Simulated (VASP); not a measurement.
# Sb: single point with PBEsol

Slab: Sb, a slab with vacuum.

```
Sb
1.0
     3.33385    0.00000    0.00000
     0.00000    3.33385    0.00000
     0.00000    0.00000   20.71480
Sb
3
Direct
  0.00000 0.00000 0.39202
  0.50000 0.50000 0.50000
  0.00000 0.00000 0.60798
```

| Property | Result |
| --- | --- |
| Program | VASP 6.6.1 |
| Task | single point |
| Functional | PBEsol |
| Potentials or basis | VASP PAW PBE potentials, release 64 (Sb) |
| Cutoff | 520 eV |
| k mesh | 11 × 11 × 1 |
| Occupations | fermi-dirac, width 0.1 eV |
| Spin | no spin polarisation |
| Dipole correction | no |
| Further INCAR settings | ALGO = Normal; EDIFF = 1e-06; NBANDS = 14 |

| Item | Value |
| --- | --- |
| Largest force | 0.004 eV/Å |

Forces in eV/Å, atoms in the order of the input:
```
Sb   0.000  0.000 -0.004
Sb   0.000  0.000  0.000
Sb   0.000  0.000  0.004
```

Levels at points of the mesh, in eV from the Fermi level:
```csv
k point,band 3,band 4,band 5,band 6,band 7,band 8,band 9,band 10,band 11,band 12
"(0.00, 0.00, 0.00)",-8.41,-3.53,-0.26,0.73,0.73,2.70,2.70,2.89,3.96,4.59
```

Run time: 67 s on 1 thread of Intel(R) Xeon(R) Platinum 8559C (Emerald Rapids) (shared host), peak memory 0.34 GiB.

Caveat: the PAW data sets were made with another functional, which shifts forces and pressure a little; spin-orbit coupling is left out, which moves the levels of the heavy elements.
